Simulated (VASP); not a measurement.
A run of VASP 6.6.1 is set up as follows.

File INCAR:

```
SYSTEM = TaSi2
ALGO = Normal
EDIFF = 1E-6
ENCUT = 520
GGA = PE
ISIF = 2
ISMEAR = 0
LASPH = .TRUE.
LCHARG = .FALSE.
LREAL = .FALSE.
LWAVE = .FALSE.
NBANDS = 16
NELM = 60
PREC = Accurate
SIGMA = 0.1
```

File KPOINTS:

```
k-points
0
G
  12 12 18
  0 0 0
```

Contents of POSCAR:

```
TaSi2
1.0
    4.4079164613      0.0000000000      0.0000000000
   -2.2039582306      3.8173676332      0.0000000000
    0.0000000000      0.0000000000      2.6487943500
Ta Si
1 2
Direct
    0.0000000000      0.0000000000      0.0000000000
    0.3333333333      0.6666666667      0.5000000000
    0.6666666667      0.3333333333      0.5000000000
```

Potentials or basis: VASP PAW PBE potentials, release 64 (Ta_pv, Si).

Launch:

```bash
$ cat potpaw_PBE.64/Ta_pv/POTCAR potpaw_PBE.64/Si/POTCAR > POTCAR
$ mpirun -np 1 vasp_std > vasp.out
```

Q: Predict the pressure.

A: 0.1 GPa.
